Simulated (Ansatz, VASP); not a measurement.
# One calculation of MgB2, two programs

```
Mg B
1.0
    -1.53700    2.66216   -3.51983
    -1.53700    2.66216    3.51983
     4.61862    2.66656    0.00000
Mg B
4 8
Cartesian
  1.5408 2.6644 0.0000
  0.0038 5.3265 0.0000
  -1.5370 2.6622 0.0000
  0.0000 0.0000 0.0000
  0.0032 3.5514 -1.7599
  0.0032 3.5514 1.7599
  3.0810 3.5536 1.7599
  1.5440 6.2157 1.7599
  0.0006 1.7751 1.7599
  -1.5364 4.4373 1.7599
  1.5414 4.4395 1.7599
  1.5414 4.4395 -1.7599
```

Alike in both runs: functional PBE; k mesh 8 × 8 × 6; occupations gaussian, width 0.1 eV; no spin polarisation.

Ansatz relaxed the structure, and its values are those at the end. VASP's run is a single point on that final structure, the one shown.

|  | VASP | Ansatz |
| --- | --- | --- |
| version | VASP 6.6.1 | Ansatz 0.2.0 |
| potentials or method | VASP PAW PBE potentials, release 64 (Mg, B), cutoff 520 eV | scalar-relativistic, plane waves, PAW |
| valence electrons in the cell | 32 | 64 |

```csv
,VASP,Ansatz,Ansatz less VASP
gap on the k mesh at the Fermi level (eV),none,none,-
pressure (GPa),-0.3,0.0,+0.26
rms of the force components (eV/Å),0.007,0.008,+0.0010
```

A gap of «none» marks a metal or a gap that the smearing closes. With one functional, cell and mesh, what is left measures potentials, basis and numerics. VASP's potentials hold 32 valence electrons a cell and Ansatz's 64, so a difference there can come from the potentials and not from the codes.
